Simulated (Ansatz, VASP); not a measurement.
## Two plane-wave programs on InP

```
CELL_PARAMETERS angstrom
0.00000 2.92589 2.92589
2.92589 0.00000 2.92589
2.92589 2.92589 0.00000
ATOMIC_POSITIONS crystal
In 0.00000 0.00000 0.00000
P 0.75000 0.75000 0.75000
```

Alike in both runs: task single point; functional PBE; dispersion D4; k mesh 8 × 8 × 8; occupations gaussian, width 0.05 eV; no spin polarisation.

|  | VASP | Ansatz |
| --- | --- | --- |
| version | VASP 6.6.1 | Ansatz 0.2.0 |
| potentials or method | VASP PAW PBE potentials, release 64 (In_d, P), cutoff 520 eV | scalar-relativistic, plane waves, PAW |
| valence electrons in the cell | 18 | 18 |

```csv
,VASP,Ansatz,Ansatz less VASP
gap on the k mesh at the Fermi level (eV),0.74,0.74,+0.003
least direct gap on the mesh (eV),0.74,0.74,+0.003
pressure (GPa),1.3,1.4,+0.06
```
